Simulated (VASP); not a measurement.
Runs of VASP 6.6.1 on AgBr. The structure is that of space group Fm-3m (No. 225), or close to it. The cells are those of the table. 

```csv
cell,k mesh,smearing,gap on the mesh (eV),pressure (GPa)
"a = 4.037 Å, angles 60.0, 60.0, 90.0°, 2 atoms",8 × 8 × 8,gaussian 0.01 eV,1.25,1.9
"a = 4.091 Å, angles 60.0, 60.0, 90.0°, 2 atoms",12 × 12 × 12,fermi-dirac 0.08 eV,1.25,-0.1
"a = 3.892 Å, angles 60.0, 60.0, 90.0°, 2 atoms",8 × 8 × 8,gaussian 0.01 eV,1.30,(c)
"a = 4.160 Å, angles 60.0, 60.0, 90.0°, 2 atoms",8 × 8 × 8,gaussian 0.01 eV,1.25,-2.1
"a = 3.993 Å, angles 60.0, 60.0, 90.0°, 2 atoms",8 × 8 × 8,gaussian 0.01 eV,1.26,3.9
"a = 3.938 Å, angles 60.0, 60.0, 90.0°, 2 atoms",8 × 8 × 8,gaussian 0.01 eV,1.27,(b)
"a = 3.831 Å, angles 60.0, 60.0, 90.0°, 2 atoms",8 × 8 × 8,gaussian 0.01 eV,1.34,(a)
"a = 4.091 Å, angles 60.0, 60.0, 90.0°, 2 atoms",8 × 8 × 8,gaussian 0.01 eV,1.25,-0.1
```

Alike in all rows: task single point; level r2SCAN; potentials or basis VASP PAW PBE potentials, release 64 (Ag, Br); no spin polarisation; cutoff (eV) 550.

Problem. Fill in the values left out.

Solution. (a) 15.0; (b) 7.0; (c) 10.0.

Caveats: the PAW data sets were made with another functional, which shifts forces and pressure a little.

A k mesh can miss the band edges, and the runs leave out spin-orbit coupling on Ag, Br.
